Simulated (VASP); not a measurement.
# Rb (P6_3/mmc) in VASP: a series of runs, part 2 of 2

VASP 6.6.1. The steps go on from the part before.

### Step 3. Single point, revPBE (103.49 Å³/atom)

This run uses another cell than the first one, of 103.49 Å³/atom.

Contents of INCAR:

```
SYSTEM = Rb
PREC = Accurate
ENCUT = 520
EDIFF = 1E-6
ISMEAR = -1
SIGMA = 0.1
LREAL = .FALSE.
LASPH = .TRUE.
NELM = 80
ALGO = Normal
ISIF = 2
LWAVE = .FALSE.
LCHARG = .TRUE.
GGA = RE
LELF = .TRUE.
LVHAR = .TRUE.
NBANDS = 16
```

Contents of KPOINTS:

```
regular mesh
0
G
  8 8 4
  0 0 0
```

Contents of POSCAR:

```
Rb
1.0
    5.2527469624      0.0000000000      0.0000000000
   -2.6263734812      4.5490123091      0.0000000000
    0.0000000000      0.0000000000      8.6623897127
Rb
2
Direct
    0.3333333333      0.6666666667      0.2500000000
    0.6666666667      0.3333333333      0.7500000000
```

Potentials or basis: VASP PAW PBE potentials, release 64 (Rb_sv).

On the command line:

```
$ cat potpaw_PBE.64/Rb_sv/POTCAR > POTCAR
$ mpirun -np 1 vasp_std > vasp.out
```

It took 43 s on 1 thread of Intel Xeon 6975P-C (Granite Rapids), shared host; peak memory 0.32 GiB.

Results (log left out):

- Free energy: -1.6994 eV
- Pressure: -0.1 GPa
- Band gap on the k mesh: zero (bands 9 and 10 overlap by 2.05 eV)

Levels at points of the mesh, in eV from the Fermi level:
```csv
k point,band 6,band 7,band 8,band 9,band 10,band 11,band 12,band 13
"(0.00, 0.00, 0.00)",-13.06,-13.06,-13.06,-1.78,0.16,0.55,3.42,3.42
"(0.50, 0.00, 0.00)",-13.09,-13.08,-13.07,0.08,0.29,1.33,1.58,1.94
"(0.00, 0.00, 0.50)",-13.07,-13.07,-13.07,-1.19,-1.19,2.22,2.22,3.46
"(0.50, 0.00, 0.50)",-13.08,-13.08,-13.08,0.46,0.46,0.82,0.82,2.51
```

Caveat: the PAW data sets were made with another functional, which shifts forces and pressure a little.

### Step 4. Single point, revPBE (107.47 Å³/atom)

This run uses another cell than the first one, of 107.47 Å³/atom.

Contents of INCAR:

```
SYSTEM = Rb
  ALGO = Normal
  EDIFF = 1E-6
  ENCUT = 520
  GGA = RE
  ISIF = 2
  ISMEAR = -1
  LASPH = .True.
  LCHARG = .False.
  LREAL = .False.
  LWAVE = .False.
  NBANDS = 16
  NELM = 80
  PREC = Accurate
  SIGMA = 0.1
```

Contents of KPOINTS:

```
k-points
0
Gamma
  8 8 4
  0 0 0
```

Contents of POSCAR:

```
Rb
1.0
    5.3192444895      0.0000000000      0.0000000000
   -2.6596222448      4.6066008569      0.0000000000
    0.0000000000      0.0000000000      8.7720518570
Rb
2
Direct
    0.3333333333      0.6666666667      0.2500000000
    0.6666666667      0.3333333333      0.7500000000
```

On the command line:

```
$ cat potpaw_PBE.64/Rb_sv/POTCAR > POTCAR
$ mpirun -np 1 vasp_std > vasp.out
```

It took 48 s on 1 thread of Intel Xeon 6975P-C (Granite Rapids), shared host; peak memory 0.34 GiB.

Results (log left out):

* Free energy: -1.6938 eV
* Pressure: -0.1 GPa
* Band gap on the k mesh: zero (bands 9 and 10 overlap by 2.01 eV)

Levels at points of the mesh, in eV from the Fermi level:
```
           k point  band 6  band 7  band 8  band 9  band 10  band 11  band 12  band 13
(0.00, 0.00, 0.00)  -13.09  -13.09  -13.09   -1.74     0.16     0.54     3.39     3.39
(0.50, 0.00, 0.00)  -13.11  -13.10  -13.10    0.08     0.29     1.34     1.58     1.90
(0.00, 0.00, 0.50)  -13.09  -13.09  -13.09   -1.16    -1.16     2.20     2.20     3.43
(0.50, 0.00, 0.50)  -13.10  -13.10  -13.10    0.46     0.46     0.79     0.79     2.49
```

Caveat: the PAW data sets were made with another functional, which shifts forces and pressure a little.

### Step 5. Single point, revPBE (111.45 Å³/atom)

This run uses another cell than the first one, of 111.45 Å³/atom.

Contents of INCAR:

```
ALGO     = Normal         # electronic algorithm
EDIFF    = 1E-6           # SCF threshold, eV
ENCUT    = 520            # plane-wave cutoff, eV
GGA      = RE             # functional
ISIF     = 2              # what is computed and relaxed
ISMEAR   = -1             # smearing method
LASPH    = T              # aspherical terms in the spheres
LCHARG   = F              # write CHGCAR
LREAL    = F              # projectors in reciprocal space
LWAVE    = F              # write WAVECAR
NBANDS   = 16             # bands
NELM     = 60             # most SCF steps
PREC     = Accurate       # precision mode
SIGMA    = 0.1            # smearing width, eV
```

Contents of KPOINTS:

```
k-points
0
Gamma
  8 8 4
```

Contents of POSCAR:

```
Rb
1.0
    5.3841197185      0.0000000000      0.0000000000
   -2.6920598593      4.6627844533      0.0000000000
    0.0000000000      0.0000000000      8.8790386432
Rb
2
Direct
    0.3333333333      0.6666666667      0.2500000000
    0.6666666667      0.3333333333      0.7500000000
```

On the command line:

```
$ cat potpaw_PBE.64/Rb_sv/POTCAR > POTCAR
$ mpirun -np 1 vasp_std > vasp.out
```

It took 44 s on 1 thread of Intel Xeon 6975P-C (Granite Rapids), shared host; peak memory 0.35 GiB.

The run converged. Its results:

- Free energy: -1.6850 eV
- Pressure: -0.2 GPa
- Band gap on the k mesh: zero (bands 9 and 10 overlap by 1.98 eV)

Levels at points of the mesh, in eV from the Fermi level:
```csv
k point,band 7,band 8,band 9,band 10,band 11,band 12
"(0.00, 0.00, 0.00)",-13.12,-13.12,-1.69,0.16,0.52,3.35
"(0.50, 0.00, 0.00)",-13.13,-13.13,0.08,0.28,1.34,1.57
"(0.00, 0.00, 0.50)",-13.12,-13.12,-1.14,-1.14,2.17,2.17
"(0.50, 0.00, 0.50)",-13.13,-13.13,0.46,0.46,0.77,0.77
```

Caveat: the PAW data sets were made with another functional, which shifts forces and pressure a little.

### Step 6. Relaxation of cell and atoms, revPBE

This run uses another cell than the first one, of 87.10 Å³/atom.

Contents of INCAR:

```
PREC = Accurate
ENCUT = 600
EDIFF = 1E-6
ISMEAR = -1
SIGMA = 0.1
LREAL = F
LASPH = T
NELM = 60
ALGO = Normal
ISIF = 3
LWAVE = F
LCHARG = F
GGA = RE
IBRION = 2
NSW = 80
EDIFFG = -0.01
```

Contents of KPOINTS:

```
regular mesh
0
Gamma
  7 7 4
```

Contents of POSCAR:

```
Rb
1.0
    4.9756623956      0.0000000000      0.0000000000
   -2.4878311978      4.3090500353      0.0000000000
    0.0000000000      0.0000000000      8.1252566921
Rb
2
Direct
    0.3333333333      0.6666666667      0.2500000000
    0.6666666667      0.3333333333      0.7500000000
```

Potentials or basis: VASP PAW PBE potentials, release 64 (Rb_sv).

On the command line:

```
$ cat potpaw_PBE.64/Rb_sv/POTCAR > POTCAR
$ mpirun -np 1 vasp_std > vasp.out
```

Wall time 2.6 min (1 thread of Intel Xeon 6975P-C (Granite Rapids), shared host); peak memory 0.36 GiB.

It converged, with:

```
Free energy                           : -1.7028 eV
Relaxed volume                        : 99.76 Å³/atom
Relaxed cell                          : a = 5.194 Å, b = 5.194 Å, c = 8.539 Å, α = 90.00°, β = 90.00°, γ = 120.00°
Space group after relaxing (to 0.1 Å) : P6_3/mmc (No. 194)
Energy gained by relaxing             : 14.5 meV/atom
Ionic steps                           : 6
Pressure after relaxing               : 0.0 GPa
Band gap on the k mesh                : zero (bands 9 and 10 overlap by 1.83 eV)
```

The path:
```
step  energy change (eV)  largest force (eV/Å)  pressure (GPa)  volume (Å³)
   1              0.0000                0.0000            0.41       174.21
   2             -0.0124                0.0000            0.27       179.87
   3             -0.0229                0.0000            0.17       187.19
   4             -0.0288                0.0000           -0.04       202.41
   5             -0.0290                0.0000            0.01       199.00
   6             -0.0291                0.0000            0.00       199.52
```

Final structure:
```
Rb
1.0
     5.19418    0.00000    0.00000
    -2.59709    4.49829    0.00000
     0.00000    0.00000    8.53942
Rb
2
Direct
  0.33333 0.66667 0.25000
  0.66667 0.33333 0.75000
```

Levels at points of the mesh, in eV from the Fermi level:
| k point | band 5 | band 6 | band 7 | band 8 | band 9 | band 10 | band 11 | band 12 | band 13 |
| --- | --- | --- | --- | --- | --- | --- | --- | --- | --- |
| (0.00, 0.00, 0.00) | -13.07 | -13.06 | -13.06 | -13.06 | -1.85 | 0.15 | 0.56 | 3.43 | 3.43 |
| (0.00, 0.00, 0.50) | -13.06 | -13.06 | -13.06 | -13.06 | -1.23 | -1.23 | 2.24 | 2.24 | 3.47 |

Caveat: the PAW data sets were made with another functional, which shifts forces and pressure a little.

### Step 7. Single point, revPBE

Contents of INCAR:

```
PREC = Accurate
ENCUT = 520
EDIFF = 1E-6
ISMEAR = -1
SIGMA = 0.1
LREAL = F
LASPH = T
NELM = 80
ALGO = Normal
ISIF = 2
LWAVE = F
LCHARG = F
GGA = RE
NBANDS = 16
```

Contents of KPOINTS:

```
regular mesh
0
Gamma
  12 12 6
```

Contents of POSCAR:

```
Rb
1.0
    5.1845217471      0.0000000000      0.0000000000
   -2.5922608735      4.4899275394      0.0000000000
    0.0000000000      0.0000000000      8.5498784101
Rb
2
Direct
    0.3333333333      0.6666666667      0.2500000000
    0.6666666667      0.3333333333      0.7500000000
```

On the command line:

```
$ cat potpaw_PBE.64/Rb_sv/POTCAR > POTCAR
$ mpirun -np 1 vasp_std > vasp.out
```

Wall time 74 s (1 thread of Intel Xeon 6975P-C (Granite Rapids), shared host); peak memory 0.42 GiB.

It converged, with:

| Property | Result |
| --- | --- |
| Free energy | -1.7005 eV |
| Pressure | 0.0 GPa |
| Band gap on the k mesh | zero (bands 9 and 10 overlap by 2.27 eV) |

Levels at points of the mesh, in eV from the Fermi level:
```tsv
k point	band 6	band 7	band 8	band 9	band 10	band 11	band 12	band 13
(0.00, 0.00, 0.00)	-13.05	-13.05	-13.05	-1.84	0.15	0.56	3.44	3.44
(0.50, 0.00, 0.00)	-13.07	-13.06	-13.06	0.07	0.29	1.31	1.57	1.96
(0.00, 0.00, 0.50)	-13.05	-13.05	-13.05	-1.23	-1.23	2.24	2.24	3.49
(0.50, 0.00, 0.50)	-13.07	-13.07	-13.07	0.44	0.44	0.83	0.83	2.51
```

Caveat: the PAW data sets were made with another functional, which shifts forces and pressure a little.

### Step 8. Summary

```csv
task,cell,k mesh,cutoff (eV),gap on the mesh (eV),pressure (GPa)
single point,"a = 5.185, b = 5.185, c = 8.550 Å, angles 90.0, 90.0, 120.0°, 2 atoms",8 × 8 × 4,520,none,0.0
single point,"a = 5.253, b = 5.253, c = 8.662 Å, angles 90.0, 90.0, 120.0°, 2 atoms",8 × 8 × 4,520,none,-0.1
single point,"a = 5.319, b = 5.319, c = 8.772 Å, angles 90.0, 90.0, 120.0°, 2 atoms",8 × 8 × 4,520,none,-0.1
single point,"a = 5.384, b = 5.384, c = 8.879 Å, angles 90.0, 90.0, 120.0°, 2 atoms",8 × 8 × 4,520,none,-0.2
relaxation of cell and atoms,"relaxed from a = 4.976, b = 4.976, c = 8.125 Å, angles 90.0, 90.0, 120.0°, 2 atoms",7 × 7 × 4,600,none,0.0
single point,"a = 5.185, b = 5.185, c = 8.550 Å, angles 90.0, 90.0, 120.0°, 2 atoms",12 × 12 × 6,520,none,0.0
```

Alike in all rows: level revPBE; potentials or basis VASP PAW PBE potentials, release 64 (Rb_sv); no spin polarisation; smearing fermi-dirac 0.1 eV.

Caveats: the PAW data sets were made with another functional, which shifts forces and pressure a little.

Total energies depend on the potentials used, so only differences within one code and one set of settings carry meaning.
